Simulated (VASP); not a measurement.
Here is a VASP 6.6.1 calculation.

INCAR

```
PREC = Accurate
ENCUT = 520
EDIFF = 1E-7
ISMEAR = 0
SIGMA = 0.15
LREAL = False
LASPH = True
NELM = 100
ALGO = Fast
ISIF = 2
LWAVE = False
LCHARG = False
GGA = PS
NBANDS = 18
```

The input KPOINTS:

```
regular mesh
0
Gamma
  18 18 10
```

The input POSCAR:

```
Au
1.0
    2.8999984104      0.0000000000      0.0000000000
   -1.4499992052      2.5114722944      0.0000000000
    0.0000000000      0.0000000000      4.8800000000
Au
2
Direct
    0.1602608998      0.5399688519      0.7038934426
    0.6666666667      0.3333333333      0.2500000000
```

Potentials or basis: VASP PAW PBE potentials, release 64 (Au).

Command:

```bash
$ cat potpaw_PBE.64/Au/POTCAR > POTCAR
$ mpirun -np 1 vasp_std > vasp.out
```

(1) Predict the pressure.

(2) What does it give for the largest force?

Results:

(1) 0.3 GPa.

(2) 2.202 eV/Å.

Caveat: the cell differs from its parent crystal (atom 1 (Au) moved by (-0.450, -0.225) A along [1 1 0] and z); the stress differs along the axes, from -5 to 7 GPa; the PAW data sets were made with another functional, which shifts forces and pressure a little.
